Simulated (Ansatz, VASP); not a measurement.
**AlIn in VASP and in Ansatz**

```xyz
2
Lattice="3.0541 0.0000 0.0000 -1.5271 2.6450 0.0000 0.0000 0.0000 5.8280" Properties=species:S:1:pos:R:3 pbc="T T T"
Al    0.0000    0.0000    0.0000
In    0.0000    0.0000    2.9140
```

Alike in both runs: functional PBEsol-based screened hybrid; k mesh 5 × 5 × 3; occupations fermi-dirac, width 0.05 eV; no spin polarisation.

|  | VASP | Ansatz |
| --- | --- | --- |
| version | VASP 6.6.1 | Ansatz 0.2.0 |
| potentials or method | VASP PAW PBE potentials, release 64 (Al, In_d) | Ansatz PAW |
| plane-wave cutoff (eV) | 520 | 420 |
| valence electrons in the cell | 16 | 16 |
| task | single point | band structure |

VASP gave:

* gap on the k mesh at the Fermi level (eV): none
* pressure (GPa): -3.8
* traceless stress, the component that is largest in VASP (GPa): 3.04

Which values does Ansatz return?

gap on the k mesh at the Fermi level (eV): none; pressure (GPa): -3.7; traceless stress, the component that is largest in VASP (GPa): 3.06.

VASP's potentials were made for PBE, not for PBEsol-based screened hybrid. A gap of «none» marks a metal or a gap that the smearing closes. With one functional, cell and mesh, what is left measures potentials, basis and numerics.

The k mesh is coarse, so the values compare programs but aren't converged.
